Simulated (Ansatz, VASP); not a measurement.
**Mo3Rh: VASP beside Ansatz**

```
Mo Rh
1.0
     3.94828    0.00000    0.00000
     0.00000    3.94828    0.00000
     0.00000    0.00000    3.94828
Mo Rh
3 1
Direct
  0.00000 0.50000 0.50000
  0.50000 0.00000 0.50000
  0.50000 0.50000 0.00000
  0.00000 0.00000 0.00000
```

Change from the starting cell: species swapped into the CsRb3 type (Pm-3m, No. 221).

Alike in both runs: functional PBE; k mesh 4 × 4 × 4; occupations gaussian, width 0.1 eV; no spin polarisation.

Ansatz relaxed the structure, and its values are those at the end. VASP's run is a single point on that final structure, the one shown.

```csv
,VASP,Ansatz
version,VASP 6.6.1,Ansatz 0.2.0
potentials or method,"VASP PAW PBE potentials, release 64 (Mo_sv, Rh_pv), cutoff 520 eV","scalar-relativistic, plane waves, PAW"
valence electrons in the cell,57,59
```

```tsv
	VASP	Ansatz	Ansatz less VASP
gap on the k mesh at the Fermi level (eV)	none	none	-
pressure (GPa)	0.4	0.0	-0.41
```

A gap of «none» marks a metal or a gap that the smearing closes. VASP's potentials hold 57 valence electrons a cell and Ansatz's 59, so a difference there can come from the potentials and not from the codes.

The k mesh is coarse, so the values compare programs but aren't converged.
